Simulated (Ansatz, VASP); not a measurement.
# One calculation of Zn3O4, two programs

```
Zn O
1.0
     5.43662    0.00000    0.00000
    -2.71831    4.70825    0.00000
     0.00000    0.00000    3.21532
Zn O
3 4
Direct
  0.00000 0.50000 0.00000
  0.50000 0.00000 0.00000
  0.50000 0.50000 0.00000
  0.00000 0.00000 0.20779
  0.00000 0.00000 0.79221
  0.33333 0.66667 0.50000
  0.66667 0.33333 0.50000
```

Change from the starting cell: species swapped into the Zr4Al3 type (P6/mmm, No. 191).

Alike in both runs: functional PBE; k mesh 6 × 6 × 4; occupations gaussian, width 0.1 eV; collinear spin.

Ansatz relaxed the structure, and its values are those at the end. VASP's run is a single point on that final structure, the one shown.

```csv
,VASP,Ansatz
version,VASP 6.6.1,Ansatz 0.2.0
potentials or method,"VASP PAW PBE potentials, release 64 (Zn, O), cutoff 520 eV","scalar-relativistic, plane waves, PAW"
valence electrons in the cell,60,60
```

VASP gave:

* gap on the k mesh at the Fermi level (eV): none
* pressure (GPa): 0.8
* rms of the force components (eV/Å): 0.150
* net moment per atom (μB): 0.00

Question: Estimate Ansatz's values.

Answer: gap on the k mesh at the Fermi level (eV): none; pressure (GPa): 0.2; rms of the force components (eV/Å): 0.004; net moment per atom (μB): 0.00.

A gap of «none» marks a metal or a gap that the smearing closes. One of these differences is far larger than is usual between the two programs; its cause wasn't traced. The functional is the same, so the differences come from potentials, cutoffs and numerics. Ansatz's warnings: filled band counts differ across k points, seeded moment not kept.

The k mesh is coarse, so the values compare programs but aren't converged.
